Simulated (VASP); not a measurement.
# NbTe (P-6m2) in VASP: notebook

Aim: see how the results for NbTe move with the level of theory and the settings. Levels: PBEsol, PBEsol+D3(BJ). Tasks: single point.

All numbers are computed with VASP 6.6.1; they aren't measurements. Logs are shortened: lines on timing, memory, paths and dates and some standing lists are left out, and cuts for length are marked.

## 1. The cell of the first run

The structure is hexagonal, space group P-6m2 (No. 187). The conventional cell has a = 3.740 Å, b = 3.740 Å, c = 3.694 Å, α = 90.00°, β = 90.00°, γ = 120.00°. Te (site symmetry -6m2) has 6 Nb at 2.84 Å and 2 Te at 3.69 Å within 3.7 Å. Nb (site symmetry -6m2) has 6 Te at 2.84 Å and 2 Nb at 3.69 Å within 3.7 Å.

## 2. Single point, PBEsol

The input, INCAR:

```
PREC = Accurate
ENCUT = 520
EDIFF = 1E-6
ISMEAR = -1
SIGMA = 0.05
LREAL = F
LASPH = T
NELM = 60
ALGO = Normal
ISIF = 2
LWAVE = F
LCHARG = T
GGA = PS
LELF = T
LVHAR = T
NBANDS = 16
```

The input, KPOINTS:

```
Automatic mesh
0
Gamma
  7 7 6
```

The input, POSCAR:

```
NbTe
1.0
    3.7400041305      0.0000000000      0.0000000000
   -1.8700020652      3.2389385873      0.0000000000
    0.0000000000      0.0000000000      3.6942110000
Te Nb
1 1
Direct
    0.6666666667      0.3333333333      0.0000000000
    0.0000000000      0.0000000000      0.5000000000
```

Potentials or basis: VASP PAW PBE potentials, release 64 (Te, Nb_sv).

Launch:

```bash
cat potpaw_PBE.64/Te/POTCAR potpaw_PBE.64/Nb_sv/POTCAR > POTCAR
mpirun -np 1 vasp_std > vasp.out
```

OUTCAR:

```text
PREC = Accurate
   ENCUT = 520
   EDIFF = 1E-6
   ISMEAR = -1
   LREAL = F
   LASPH = T
   NELM = 60
   ISIF = 2
   GGA = PS

 ion  position               nearest neighbor table
   1  0.667  0.333  0.000-   2 2.84   2 2.84   2 2.84   2 2.84   2 2.84   2 2.84
   2  0.000  0.000  0.500-   1 2.84   1 2.84   1 2.84   1 2.84   1 2.84   1 2.84

  LATTYP: Found a hexagonal cell.
 ALAT       =     3.7400041305
 C/A-ratio  =     0.9877558610

  Lattice vectors:

 A1 = (   3.7400041305,   0.0000000000,   0.0000000000)
 A2 = (  -1.8700020652,   3.2389385873,   0.0000000000)
 A3 = (   0.0000000000,   0.0000000000,   3.6942110000)

Analysis of symmetry for initial positions (statically):
=====================================================================
 Subroutine PRICEL returns:
 Original cell was already a primitive cell.

 Routine SETGRP: Setting up the symmetry group for a
 hexagonal supercell.

 Subroutine GETGRP returns: Found 12 space group operations
 (whereof 12 operations were pure point group operations)
 out of a pool of 24 trial point group operations.

The static configuration has the point symmetry D_3h.

Analysis of symmetry for dynamics (positions and initial velocities):
=====================================================================
 Subroutine PRICEL returns:
 Original cell was already a primitive cell.

 Routine SETGRP: Setting up the symmetry group for a
 hexagonal supercell.

 Subroutine GETGRP returns: Found 12 space group operations
 (whereof 12 operations were pure point group operations)
 out of a pool of 24 trial point group operations.

The dynamic configuration has the point symmetry D_3h.

 Subroutine INISYM returns: Found 12 space group operations
 (whereof 12 operations are pure point group operations),
 and found     1 'primitive' translations

----------------------------------------------------------------------------------------

                                     Primitive cell

  volume of cell :      44.7504

  direct lattice vectors                    reciprocal lattice vectors
     3.740004131  0.000000000  0.000000000     0.267379384  0.154371559  0.000000000
    -1.870002065  3.238938587  0.000000000     0.000000000  0.308743118  0.000000000
     0.000000000  0.000000000  3.694211000     0.000000000  0.000000000  0.270693796

  length of vectors
     3.740004131  3.740004130  3.694211000     0.308743118  0.308743118  0.270693796

  position of ions in fractional coordinates (direct lattice)
     0.666666667  0.333333333  0.000000000
     0.000000000  0.000000000  0.500000000

  ion indices of the primitive-cell ions
   primitive index   ion index
                 1           1
                 2           2

----------------------------------------------------------------------------------------

 KPOINTS: Automatic mesh

Automatic generation of k-mesh.
 Grid dimensions read from file:
 generate k-points for:    7    7    6

 Generating k-lattice:

  Cartesian coordinates                     Fractional coordinates (reciprocal lattice)
     0.038197055  0.022053080  0.000000000     0.142857143  0.000000000  0.000000000
     0.000000000  0.044106160  0.000000000     0.000000000  0.142857143  0.000000000
     0.000000000  0.000000000  0.045115633     0.000000000  0.000000000  0.166666667

  Length of vectors
     0.044106160  0.044106160  0.045115633

  Shift w.r.t. Gamma in fractional coordinates (k-lattice)
     0.000000000  0.000000000  0.000000000

 Subroutine IBZKPT returns following result:
 ===========================================

 Found     32 irreducible k-points:

 Following reciprocal coordinates:
            Coordinates               Weight
  0.000000  0.000000  0.000000      1.000000
  0.142857  0.000000  0.000000      6.000000
  0.285714  0.000000  0.000000      6.000000
  0.428571 -0.000000  0.000000      6.000000
  0.142857  0.142857  0.000000      6.000000
  0.285714  0.142857  0.000000     12.000000
[... 16 lines left out ...]
  0.428571  0.142857  0.333333     12.000000
  0.285714  0.285714  0.333333     12.000000
 [... further k-points ...]
   k-points           NKPTS =     32   k-points in BZ     NKDIM =     32   number of bands    NBANDS=     16
   number of dos      NEDOS =    301   number of ions     NIONS =      2
   total plane-waves  NPLWV =  21952
   dimension x,y,z NGX =    28 NGY =   28 NGZ =   28
   dimension x,y,z NGXF=    56 NGYF=   56 NGZF=   56
   ions per type =               1   1
   NGX,Y,Z   is equivalent  to a cutoff of  12.45, 12.45, 12.60 a.u.
   NGXF,Y,Z  is equivalent  to a cutoff of  24.89, 24.89, 25.20 a.u.
 SYSTEM =  unknown system
   PREC   = accura    normal or accurate (medium, high low for compatibility)
   ISTART =      0    job   : 0-new  1-cont  2-samecut
   ICHARG =      2    charge: 1-file 2-atom 10-const
   ISPIN  =      1    spin polarized calculation?
   LNONCOLLINEAR =      F non collinear calculations
   LSORBIT =      F    spin-orbit coupling
   LASPH  =      T    aspherical Exc in radial PAW
   ENCUT  =  520.0 eV  38.22 Ry    6.18 a.u.   6.95  6.95  6.87*2*pi/ulx,y,z
   NELM   =     60;   NELMIN=  2; NELMDL= -5     # of ELM steps
   EDIFF  = 0.1E-05   stopping-criterion for ELM
   LREAL  =      F    real-space projection
   EDIFFG = 0.1E-04   stopping-criterion for IOM
   NSW    =      0    number of steps for IOM
   IBRION =     -1    ionic relax: 0-MD 1-quasi-New 2-CG
   NFREE  =      0    steps in history (QN), initial steepest desc. (CG)
   ISIF   =      2    stress and relaxation
   ISYM   =      2    0-nonsym 1-usesym 2-fastsym
   POTIM  = 0.5000    time-step for ionic-motion
   TEBEG  =    0.0;   TEEND  =   0.0 temperature during run
   PSTRESS=    0.0 pullay stress
   NELECT =      19.0000    total number of electrons
   NUPDOWN=      -1.0000    fix difference up-down
   EMIN   =  10.00;   EMAX   =-10.00  energy-range for DOS
   EFERMI =   0.00;   METHOD = LEGACY
   ISMEAR =    -1;   SIGMA  =   0.05  broadening in eV -4-tet -1-fermi 0-gaus
   EFERMI_NEDOS =   21; number of points for ismear=-14 and -15
   IALGO  =     38    algorithm
   IMIX   =      4    mixing-type and parameters
     AMIX     =   0.40;   BMIX     =  1.00
     AMIX_MAG =   1.60;   BMIX_MAG =  1.00
  volume/ion in A,a.u.               =      22.38       151.00
  Fermi-wavevector in a.u.,A,eV,Ry     =   1.230440  2.325195 20.598993  1.513983
  Thomas-Fermi vector in A             =   2.365289
   LORBIT       =      0    0 simple, 1 ext, 2 COOP (PROOUT), +10 PAW based schemes
   GGA     = PS    functional components
   LHFCALC =     F    Hartree Fock is set to
   AEXX    =    0.0000 exact exchange contribution
   IVDW    =     0    specifies the selected vdW correction
   LEPSILON=     F    determine dielectric tensor
   LRPA    =     F    only Hartree local field effects (RPA)
 non-spin polarized calculation
  energy-cutoff  :      520.00
  volume of cell :       44.75
 maximum number of plane-waves:      1216
 NGX is ok and might be reduce to    28
   NGX = 13   NGY = 13   NGZ = 13

 number of electron      19.0000000 magnetization

 Free energy of the ion-electron system (eV)
  ---------------------------------------------------
  ext. energy  EPLUGINS =         0.00000000
  ---------------------------------------------------
  free energy    TOTEN  =       -14.83160430 eV

  energy without entropy =      -14.81827431  energy(sigma->0) =      -14.82493930

 E-fermi :  10.5671     XC(G=0): -11.2947

 val. band max:       10.5541606622   @ k =   0.2857   0.0000   0.3333
 cond. band min:      10.6814221700   @ k =   0.1429   0.0000   0.0000
 fundamental gap:      0.1272615078
 Fermi energy:        10.5670961761

 k-point     1 :       0.0000    0.0000    0.0000
  band No.  band energies     occupation
      1     -44.9137      2.00000
      2     -21.1226      2.00000
      3     -20.9350      2.00000
      4     -20.9350      2.00000
      5      -3.5323      2.00000
      6       7.4448      2.00000
[... 8 lines left out ...]
     15      16.4724      0.00000
     16      17.5106      0.00000

 k-point     2 :       0.1429    0.0000    0.0000
  band No.  band energies     occupation
      1     -44.9123      2.00000
      2     -21.1189      2.00000
      3     -20.9579      2.00000
      4     -20.9404      2.00000
      5      -3.2987      2.00000
      6       6.4902      2.00000
[... 8 lines left out ...]
     15      16.3849      0.00000
     16      18.4588      0.00000

 k-point     3 :       0.2857    0.0000    0.0000
  band No.  band energies     occupation
      1     -44.9091      2.00000
      2     -21.1105      2.00000
      3     -21.0089      2.00000
      4     -20.9525      2.00000
      5      -2.6901      2.00000
      6       4.9109      2.00000
[... 8 lines left out ...]
     15      17.5480      0.00000
     16      18.8697      0.00000

 k-point     4 :       0.4286   -0.0000    0.0000
  band No.  band energies     occupation
      1     -44.9065      2.00000
      2     -21.1038      2.00000
      3     -21.0493      2.00000
      4     -20.9622      2.00000
      5      -2.0627      2.00000
      6       3.7013      2.00000
[... 8 lines left out ...]
     15      16.5255      0.00000
     16      19.2245      0.00000

 k-point     5 :       0.1429    0.1429    0.0000
  band No.  band energies     occupation
      1     -44.9100      2.00000
      2     -21.1128      2.00000
      3     -20.9917      2.00000
      4     -20.9523      2.00000
      5      -2.8749      2.00000
      6       5.4396      2.00000
[... 8 lines left out ...]
     15      16.7821      0.00000
     16      18.9238      0.00000

 k-point     6 :       0.2857    0.1429    0.0000
  band No.  band energies     occupation
      1     -44.9071      2.00000
      2     -21.1053      2.00000
      3     -21.0310      2.00000
      4     -20.9695      2.00000
      5      -2.2309      2.00000
      6       4.2648      2.00000
[... 8 lines left out ...]
     15      17.6428      0.00000
     16      19.0321      0.00000

 k-point     7 :       0.4286    0.1429    0.0000
  band No.  band energies     occupation
      1     -44.9058      2.00000
      2     -21.1019      2.00000
      3     -21.0481      2.00000
      4     -20.9774      2.00000
      5      -1.8756      2.00000
      6       3.7039      2.00000
[... 8 lines left out ...]
     15      17.0427      0.00000
     16      19.0798      0.00000

 k-point     8 :       0.2857    0.2857    0.0000
  band No.  band energies     occupation
      1     -44.9054      2.00000
      2     -21.1011      2.00000
      3     -21.0337      2.00000
      4     -20.9982      2.00000
      5      -1.8047      2.00000
      6       4.1011      2.00000
[... 8 lines left out ...]
     15      18.7964      0.00000
     16      18.8032      0.00000

 k-point     9 :       0.0000    0.0000    0.1667
  band No.  band energies     occupation
      1     -44.9125      2.00000
      2     -21.1504      2.00000
      3     -20.9326      2.00000
      4     -20.9326      2.00000
      5      -3.2659      2.00000
      6       6.0541      2.00000
[... 8 lines left out ...]
     15      17.5774      0.00000
     16      17.5788      0.00000
[... 172 lines left out ...]
 k-point    19 :       0.2857    0.0000    0.3333
  band No.  band energies     occupation
      1     -44.9053      2.00000
      2     -21.1874      2.00000
      3     -20.9966      2.00000
      4     -20.9433      2.00000
      5      -2.0914      2.00000
      6       4.6447      2.00000
[... 8 lines left out ...]
     15      17.2375      0.00000
     16      18.7596      0.00000

 k-point    20 :       0.4286   -0.0000    0.3333
  band No.  band energies     occupation
      1     -44.9028      2.00000
      2     -21.1771      2.00000
      3     -21.0343      2.00000
      4     -20.9519      2.00000
      5      -1.7228      2.00000
      6       4.3303      2.00000
[... 8 lines left out ...]
     15      16.1906      0.00000
     16      18.3629      0.00000

 k-point    21 :       0.1429    0.1429    0.3333
  band No.  band energies     occupation
      1     -44.9062      2.00000
      2     -21.1909      2.00000
      3     -20.9805      2.00000
      4     -20.9433      2.00000
      5      -2.2046      2.00000
      6       4.5919      2.00000
[... 8 lines left out ...]
     15      17.4601      0.00000
     16      17.9872      0.00000

 k-point    22 :       0.2857    0.1429    0.3333
  band No.  band energies     occupation
      1     -44.9034      2.00000
      2     -21.1794      2.00000
      3     -21.0171      2.00000
      4     -20.9590      2.00000
      5      -1.8146      2.00000
      6       4.7526      2.00000
[... 8 lines left out ...]
     15      17.0766      0.00000
     16      17.3718      0.00000

 k-point    23 :       0.4286    0.1429    0.3333
  band No.  band energies     occupation
      1     -44.9021      2.00000
      2     -21.1743      2.00000
      3     -21.0331      2.00000
      4     -20.9661      2.00000
      5      -1.6114      2.00000
      6       4.3596      2.00000
[... 8 lines left out ...]
     15      16.3670      0.00000
     16      17.5226      0.00000

 k-point    24 :       0.2857    0.2857    0.3333
  band No.  band energies     occupation
      1     -44.9017      2.00000
      2     -21.1730      2.00000
      3     -21.0193      2.00000
      4     -20.9858      2.00000
      5      -1.5633      2.00000
      6       4.6621      2.00000
[... 8 lines left out ...]
     15      15.9066      0.00000
     16      18.5108      0.00000

 [... further k-points ...]

------------------------ aborting loop because EDIFF is reached ----------------------------------------

  FORCE on cell =-STRESS in cart. coord.  units (eV):
  Direction    XX          YY          ZZ          XY          YZ          ZX
  --------------------------------------------------------------------------------------
  -------------------------------------------------------------------------------------
  Total       -2.0060578     -2.0060578     -2.0265173     -0.0000000     -0.0000000      0.0000000
  in kB      -71.8220064    -71.8220064    -72.5545071     -0.0000000     -0.0000000      0.0000000
  external PRESSURE =     -72.0661733 kB  Pullay stress =       0.0000000 kB

 VOLUME and BASIS-vectors are now :
 -----------------------------------------------------------------------------
  energy-cutoff  :      520.00
  volume of cell :       44.75
      direct lattice vectors                 reciprocal lattice vectors
     3.740004131  0.000000000  0.000000000     0.267379384  0.154371559  0.000000000
    -1.870002065  3.238938587  0.000000000     0.000000000  0.308743118  0.000000000
     0.000000000  0.000000000  3.694211000     0.000000000  0.000000000  0.270693796

 POSITION                                       TOTAL-FORCE (eV/Angst)
 -----------------------------------------------------------------------------------
      1.87000      1.07965      0.00000         0.000000     -0.000000      0.000000
      0.00000      0.00000      1.84711        -0.000000      0.000000      0.000000
 -----------------------------------------------------------------------------------
    total drift:                               -0.000000      0.000000     -0.000000

  FREE ENERGIE OF THE ION-ELECTRON SYSTEM (eV)
  ---------------------------------------------------
  free  energy   TOTEN  =       -14.8316043001 eV

  energy  without entropy=      -14.8182743093  energy(sigma->0) =      -14.82493930
```

It took 8.8 s on 1 thread of Intel Xeon 6975P-C (Granite Rapids), shared host; peak memory 0.17 GiB.

Results:

```yaml
Free_energy: -14.8316 eV
Pressure: -7.2 GPa
```

Levels at points of the mesh, in eV from the Fermi level:
| k point | band 8 | band 9 | band 10 | band 11 | band 12 | band 13 |
| --- | --- | --- | --- | --- | --- | --- |
| (0.00, 0.00, 0.00) | -2.88 | -2.21 | 0.18 | 0.18 | 2.41 | 2.41 |
| (0.00, 0.00, 0.50) | -2.59 | -0.91 | -0.91 | 0.77 | 1.62 | 1.62 |

Caveat: the PAW data sets were made with another functional, which shifts forces and pressure a little; spin-orbit coupling is left out, which moves the levels of the heavy elements.

## 3. Single point, PBEsol

This run uses another cell than the first one, of 22.82 Å³/atom, 1.020 times its volume.

The input, INCAR:

```
ALGO = Normal ; EDIFF = 1E-6
ENCUT = 520 ; GGA = PS
ISIF = 2 ; ISMEAR = -1
LASPH = True ; LCHARG = False
LREAL = False ; LWAVE = False
NBANDS = 16 ; NELM = 100
PREC = Accurate ; SIGMA = 0.05
```

The input, KPOINTS:

```
k-points
0
Gamma
  7 7 6
```

The input, POSCAR:

```
NbTe
1.0
    3.7770338743      0.0000000000      0.0000000000
   -1.8885169372      3.2710072862      0.0000000000
    0.0000000000      0.0000000000      3.6942110000
Te Nb
1 1
Direct
    0.6666666667      0.3333333333      0.0000000000
    0.0000000000      0.0000000000      0.5000000000
```

Potentials or basis: VASP PAW PBE potentials, release 64 (Te, Nb_sv).

Launch:

```bash
cat potpaw_PBE.64/Te/POTCAR potpaw_PBE.64/Nb_sv/POTCAR > POTCAR
mpirun -np 1 vasp_std > vasp.out
```

It took 8.6 s on 1 thread of Intel Xeon 6975P-C (Granite Rapids), shared host; peak memory 0.16 GiB.

Results (log left out):

| Item | Value |
| --- | --- |
| Free energy | -14.7868 eV |
| Pressure | -8.9 GPa |

Stress tensor (GPa, compression positive):
```
-8.99  0.00  0.00
 0.00 -8.99  0.00
 0.00  0.00 -8.76
```

Levels at points of the mesh, in eV from the Fermi level:
```csv
k point,band 6,band 7,band 8,band 9,band 10,band 11,band 12,band 13,band 14,band 15
"(0.00, 0.00, 0.00)",-3.13,-3.13,-2.79,-2.12,0.18,0.18,2.35,2.35,2.51,5.89
"(0.00, 0.00, 0.50)",-7.31,-2.61,-2.61,-0.89,-0.89,0.83,1.56,1.56,5.00,5.92
```

Caveat: the PAW data sets were made with another functional, which shifts forces and pressure a little; spin-orbit coupling is left out, which moves the levels of the heavy elements.

(Part 1 of 2 ends here.)
